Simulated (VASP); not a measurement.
The system is TePb.

```
Pb Te
1.0
     0.00000    3.64149    3.64149
     3.64149    0.00000    3.64149
     3.64149    3.64149    0.00000
Pb Te
1 1
Direct
  0.00000 0.00000 0.00000
  0.25000 0.25000 0.25000
```

Base run:

- Program: VASP 6.6.1
- Functional: PBE
- Potentials or basis: VASP PAW PBE potentials, release 64 (Pb_d, Te)
- Cutoff: 520 eV
- k mesh: 4 × 4 × 4
- Occupations: gaussian, width 0.01 eV
- Spin: no spin polarisation

Its results: band gap on the k mesh 0.59 eV (least direct gap 1.19 eV); pressure 0.5 GPa.

Task: The run is repeated on the same cell with these changes: functional from PBE to HSE06. What comes out?

Result: Band gap on the k mesh 0.96 eV (least direct gap 1.62 eV); pressure -0.1 GPa.

Caveats: spin-orbit coupling is left out, which moves the levels of the heavy elements; the PAW data sets were made with another functional, which shifts forces and pressure a little (at least some runs).

A k mesh can miss the band edges.
